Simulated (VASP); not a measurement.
Wanted: the native input for a VASP 6.6.1 run.

```
Task                   : relaxation of cell and atoms
Functional             : PBE
Dispersion             : D3(BJ)
Potentials or basis    : VASP PAW PBE potentials, release 64 (Pt, P)
Cutoff                 : 600 eV
k mesh                 : 8 × 8 × 4
Occupations            : fermi-dirac, width 0.05 eV
Spin                   : no spin polarisation
Dipole correction      : no
Further INCAR settings : ALGO = Normal; EDIFF = 1e-06; IBRION = 2; EDIFFG = -0.01; NSW = 60; ISIF = 3
```

The structure of PPt lies in POSCAR:

```
PPt
1.0
    3.7430278549      0.0000000000      0.0000000000
   -1.8715139275      3.2415572094      0.0000000000
    0.0000000000      0.0000000000      6.3537430000
Pt P
2 2
Direct
    0.3333333333      0.6666666667      0.3718990000
    0.6666666667      0.3333333333      0.8718990000
    0.3333333333      0.6666666667      0.0031030000
    0.6666666667      0.3333333333      0.5031030000
```

One way to write it, as run:

INCAR

```
SYSTEM = PPt
PREC = Accurate
ENCUT = 600
EDIFF = 1E-6
ISMEAR = -1
SIGMA = 0.05
LREAL = .FALSE.
LASPH = .TRUE.
NELM = 60
ALGO = Normal
ISIF = 3
LWAVE = .FALSE.
LCHARG = .FALSE.
GGA = PE
IVDW = 12
IBRION = 2
NSW = 60
EDIFFG = -0.01
```

KPOINTS

```
regular mesh
0
G
  8 8 4
  0 0 0
```

Potentials or basis: VASP PAW PBE potentials, release 64 (Pt, P).

Launch:

```sh
$ cat potpaw_PBE.64/Pt/POTCAR potpaw_PBE.64/P/POTCAR > POTCAR
$ mpirun -np 1 vasp_std > vasp.out
```

It gave:

```yaml
Relaxed_volume: 18.51 Å³/atom
Relaxed_cell: a = 3.611 Å, b = 3.611 Å, c = 6.554 Å, α = 90.00°, β = 90.00°, γ = 120.00°
Space_group_after_relaxing_to_0.1_Å: P6_3mc (No. 186)
Energy_gained_by_relaxing: 15.7 meV/atom
Ionic_steps: 14
Pressure_after_relaxing: 0.0 GPa
Largest_force_after_relaxing: 0.004 eV/Å
Band_gap_on_the_k_mesh: zero (bands 15 and 16 overlap by 3.79 eV)
Dispersion_energy_per_atom: -0.502 eV
```

Caveat: spin-orbit coupling is left out, which moves the levels of the heavy elements.

It took 7 min on 1 thread of Intel Xeon 8259CL, on a shared host, peak memory 0.26 GiB.
